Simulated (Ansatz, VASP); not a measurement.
Pb in VASP and in Ansatz

```
Pb
1.0
     3.48000    0.00000    0.00000
    -1.74000    3.01377    0.00000
     0.00000    0.00000    5.59000
Pb
2
Direct
  0.66667 0.33333 0.75000
  0.33333 0.66667 0.25000
```

Alike in both runs: functional PBEsol; k mesh 7 × 7 × 4; occupations fermi-dirac, width 0.05 eV; no spin polarisation.

|  | VASP | Ansatz |
| --- | --- | --- |
| version | VASP 6.6.1 | Ansatz 0.2.0 |
| potentials or method | VASP PAW PBE potentials, release 64 (Pb_d), cutoff 520 eV | all-electron LAPW, scalar-relativistic |
| task | single point | band structure |

|  | VASP | Ansatz | Ansatz less VASP |
| --- | --- | --- | --- |
| gap on the k mesh at the Fermi level (eV) | none | none | - |
| pressure (GPa) | 0.7 | 0.7 | +0.09 |
| traceless stress, the component that is largest in VASP (GPa) | -0.63 | -0.63 | -0.008 |

VASP's potentials were made for PBE, not for PBEsol. A gap of «none» marks a metal or a gap that the smearing closes. Ansatz ran all-electron here, and VASP with PAW potentials.

Spin-orbit coupling is off throughout. Noted on Ansatz's run: the k mesh is thin for a metal, which can move the energy by tens of meV per atom.
